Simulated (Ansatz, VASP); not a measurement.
# One calculation of TiBMoC2, two programs

```
Ti B Mo C
1.0
    -1.88741    1.88741    4.65027
     1.88741   -1.88741    4.65027
     1.88741    1.88741   -4.65027
Ti B Mo C
1 1 1 2
Direct
  0.00000 0.00000 0.00000
  0.75000 0.25000 0.50000
  0.25000 0.75000 0.50000
  0.62208 0.62208 0.00000
  0.37792 0.37792 0.00000
```

Change from the starting cell: species swapped into the YCuSi2Ni type (I-4m2, No. 119).

Alike in both runs: task single point; functional PBE; k mesh 6 × 6 × 6; occupations gaussian, width 0.1 eV; no spin polarisation.

|  | VASP | Ansatz |
| --- | --- | --- |
| version | VASP 6.6.1 | Ansatz 0.2.0 |
| potentials or method | VASP PAW PBE potentials, release 64 (Ti_sv, B, Mo_sv, C), cutoff 520 eV | scalar-relativistic, plane waves, PAW |
| valence electrons in the cell | 37 | 37 |

```csv
,VASP,Ansatz,Ansatz less VASP
gap on the k mesh at the Fermi level (eV),none,none,-
rms of the force components (eV/Å),0.227,0.230,+0.0024
```

Atom by atom the forces differ by 0.002 eV/Å (rms over components). A gap of «none» marks a metal or a gap that the smearing closes. With one functional, cell and mesh, what is left measures potentials, basis and numerics.

The k mesh is coarse, so the values compare programs but aren't converged.
